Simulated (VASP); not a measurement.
A run of VASP 6.6.1 is set up as follows.

Contents of INCAR:

```
SYSTEM = Tl
  ALGO = Normal
  EDIFF = 1E-6
  ENCUT = 520
  ISIF = 2
  ISMEAR = 0
  LASPH = .TRUE.
  LCHARG = .TRUE.
  LELF = .TRUE.
  LREAL = .FALSE.
  LVHAR = .TRUE.
  LWAVE = .FALSE.
  NBANDS = 12
  NELM = 100
  PREC = Accurate
  SIGMA = 0.1
```

The input KPOINTS:

```
k-points
0
G
  14 14 14
  0 0 0
```

The input POSCAR:

```
Tl
1.0
    0.0000000000      2.4662425794      2.4662425794
    2.4662425794      0.0000000000      2.4662425794
    2.4662425794      2.4662425794      0.0000000000
Tl
1
Direct
    0.0000000000      0.0000000000      0.0000000000
```

Potentials or basis: VASP PAW LDA potentials, release 64 (Tl_d).

Launch:

```console
$ cat potpaw_LDA.64/Tl_d/POTCAR > POTCAR
$ mpirun -np 1 vasp_std > vasp.out
```

(1) Estimate the pressure.

## Answers

(1) -3.3 GPa.

Caveat: the cell differs from its parent crystal (functional LDA, strained).
